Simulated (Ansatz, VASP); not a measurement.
**BiH4: VASP beside Ansatz**

```
CELL_PARAMETERS angstrom
3.30821 0.00000 0.00000
0.00000 3.30821 0.00000
0.00000 0.00000 4.39462
ATOMIC_POSITIONS crystal
Bi 0.00000 0.00000 0.00000
H 0.00000 0.00000 0.50000
H 0.50000 0.50000 0.00000
H 0.00000 0.50000 0.50000
H 0.50000 0.00000 0.50000
```

Alike in both runs: functional PBE; k mesh 6 × 6 × 4; occupations gaussian, width 0.1 eV; no spin polarisation.

Ansatz relaxed the structure, and its values are those at the end. VASP's run is a single point on that final structure, the one shown.

```csv
,VASP,Ansatz
version,VASP 6.6.1,Ansatz 0.2.0
potentials or method,"VASP PAW PBE potentials, release 64 (Bi_d, H), cutoff 520 eV","scalar-relativistic, plane waves, PAW"
valence electrons in the cell,19,19
```

Ansatz gave:

```
gap on the k mesh at the Fermi level (eV) : none
pressure (GPa)                            : 0.1
```

Q: What did VASP give for the same quantities?

A: gap on the k mesh at the Fermi level (eV): none; pressure (GPa): -0.1.

A gap of «none» marks a metal or a gap that the smearing closes.

Neither program's run includes spin-orbit coupling.
